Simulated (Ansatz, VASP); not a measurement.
## C in VASP and in Ansatz

```
CELL_PARAMETERS angstrom
2.50387 0.00000 0.00000
-1.25194 2.16842 0.00000
0.00000 0.00000 4.12717
ATOMIC_POSITIONS crystal
C 0.33333 0.66667 0.99975
C 0.66667 0.33333 0.49975
C 0.33333 0.66667 0.37425
C 0.66667 0.33333 0.87425
```

Change from the starting cell: strained cell.

Alike in both runs: functional r2SCAN; k mesh 9 × 9 × 6; occupations gaussian, width 0.02 eV; no spin polarisation.

Ansatz relaxed the structure, and its values are those at the end. VASP's run is a single point on that final structure, the one shown.

|  | VASP | Ansatz |
| --- | --- | --- |
| version | VASP 6.6.1 | Ansatz 0.2.0 |
| potentials or method | VASP PAW PBE potentials, release 64 (C), cutoff 520 eV | scalar-relativistic, plane waves, PAW |
| valence electrons in the cell | 16 | 16 |

```csv
,VASP,Ansatz,Ansatz less VASP
gap on the k mesh at the Fermi level (eV),3.53,3.57,+0.041
least direct gap on the mesh (eV),5.07,5.12,+0.047
pressure (GPa),5.6,4.5,-1.14
```

VASP's potentials were made for PBE, not for r2SCAN. Ansatz's warnings: stress scf threshold loose.
